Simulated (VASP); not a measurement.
## BaH4: single point with PBE

Crystal: BaH4.

```
Ba H
1.0
     3.90762   -2.35740   -0.01277
     3.90762    2.35740   -0.01277
    -2.45103    0.00000    3.84466
Ba H
1 4
Direct
  0.00000 0.00000 0.50000
  0.74275 0.74275 0.75840
  0.25725 0.25725 0.24160
  0.53624 0.53624 0.96764
  0.46376 0.46376 0.03236
```

| Item | Value |
| --- | --- |
| Program | VASP 6.6.1 |
| Task | single point |
| Functional | PBE |
| Potentials or basis | VASP PAW PBE potentials, release 64 (Ba_sv, H) |
| Cutoff | 520 eV |
| k mesh | 6 × 6 × 6 |
| Occupations | gaussian, width 0.02 eV |
| Spin | no spin polarisation |

* Pressure: -2.0 GPa
* Largest force: 0.013 eV/Å
* Band gap on the k mesh: 2.50 eV (least direct gap 3.03 eV)

Forces on the atoms (eV/Å):
```
Ba   0.000  0.000  0.000
H   -0.001  0.000 -0.003
H    0.001  0.000  0.003
H   -0.013  0.000  0.002
H    0.013  0.000 -0.002
```

Levels at points of the mesh, in eV from the valence-band top:
```tsv
k point	band 3	band 4	band 5	band 6	band 7	band 8	band 9	band 10	band 11	band 12
(0.00, 0.00, 0.00)	-12.10	-12.08	-7.44	-1.74	0.00	3.09	3.11	3.47	4.85	4.88
(0.50, 0.00, 0.00)	-12.13	-12.12	-6.78	-2.37	-0.53	2.53	2.87	5.61	5.65	6.30
(0.50, 0.50, 0.00)	-12.23	-12.20	-7.07	-1.79	-1.20	3.96	4.92	5.64	5.86	6.12
(0.00, 0.00, 0.50)	-12.13	-12.12	-6.78	-2.35	-0.53	2.50	2.90	5.61	5.62	6.33
(0.50, 0.00, 0.50)	-12.23	-12.20	-7.07	-1.80	-1.17	3.96	4.85	5.62	5.86	6.13
(0.50, 0.50, 0.50)	-12.15	-12.15	-6.75	-2.70	-0.54	2.75	2.78	5.61	5.98	5.98
```

It took 64 s on 1 thread of Intel(R) Xeon(R) Platinum 8259CL CPU @ 2.50GHz (Skylake/Cascade Lake), with other jobs on the host, peak memory 0.24 GiB.

Caveat: spin-orbit coupling is left out, which moves the levels of the heavy elements. A k mesh can miss the band edges.
